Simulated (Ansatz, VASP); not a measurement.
**TiO2: VASP beside Ansatz**

Contents of INCAR:

```
SYSTEM = TiO2
ALGO = Normal
EDIFF = 1E-7
ENCUT = 520
GGA = PE
ISIF = 2
ISMEAR = 0
LASPH = .True.
LCHARG = .False.
LREAL = .False.
LWAVE = .False.
NBANDS = 33
NELM = 80
PREC = Accurate
SIGMA = 0.05
```

The input KPOINTS:

```
k-points
0
Gamma
  6 6 10
  0 0 0
```

POSCAR

```
TiO2
1.0
    4.8601000000      0.0000000000      0.0000000000
    0.0000000000      4.8601000000      0.0000000000
    0.0000000000      0.0000000000      3.1219000000
Ti O
2 4
Direct
    0.0000000000      0.0000000000      0.0000000000
    0.5000000000      0.5000000000      0.5000000000
    0.3050970583      0.3050970583      0.0000000000
    0.1949029417      0.8050970583      0.5000000000
    0.6949029417      0.6949029417      0.0000000000
    0.8050970583      0.1949029417      0.5000000000
```

Input for Ansatz:

```yaml
crystal:
  lattice:
    - [4.8601, 0.0, 0.0]
    - [0.0, 4.8601, 0.0]
    - [0.0, 0.0, 3.1219]
  atoms:
    - { symbol: Ti, position: [0.0, 0.0, 0.0] }
    - { symbol: Ti, position: [0.5, 0.5, 0.5] }
    - { symbol: O, position: [0.3050970583, 0.3050970583, 0.0] }
    - { symbol: O, position: [0.1949029417, 0.8050970583, 0.5] }
    - { symbol: O, position: [0.6949029417, 0.6949029417, 0.0] }
    - { symbol: O, position: [0.8050970583, 0.1949029417, 0.5] }
basis:
  ecutwfc: 520.0
kpoints:
  mp_grid: { grid: [6, 6, 10] }
hamiltonian:
  xc: pbe
  pseudopotentials: { kind: paw, azcp: { folder: soft_1 } }
scf:
  occupations: { method: gaussian, width: 0.05 }
output:
  forces: true
  stress: true
  eigenvalues: true
```

Alike in both runs: task single point; functional PBE; k mesh 6 × 6 × 10; occupations gaussian, width 0.05 eV; no spin polarisation.

|  | VASP | Ansatz |
| --- | --- | --- |
| version | VASP 6.6.1 | Ansatz 0.2.0 |
| potentials or method | VASP PAW PBE potentials, release 64 (Ti_sv, O), cutoff 520 eV | scalar-relativistic, plane waves, PAW |
| valence electrons in the cell | 48 | 48 |

```csv
,VASP,Ansatz,Ansatz less VASP
gap on the k mesh at the Fermi level (eV),1.48,1.50,+0.021
least direct gap on the mesh (eV),1.48,1.50,+0.021
pressure (GPa),-23.5,-24.0,-0.48
"traceless stress, the component that is largest in VASP (GPa)",-5.08,-5.25,-0.170
rms of the force components (eV/Å),0.265,0.274,+0.0093
```

Atom by atom the forces differ by 0.009 eV/Å (rms over components). With one functional, cell and mesh, what is left measures potentials, basis and numerics.
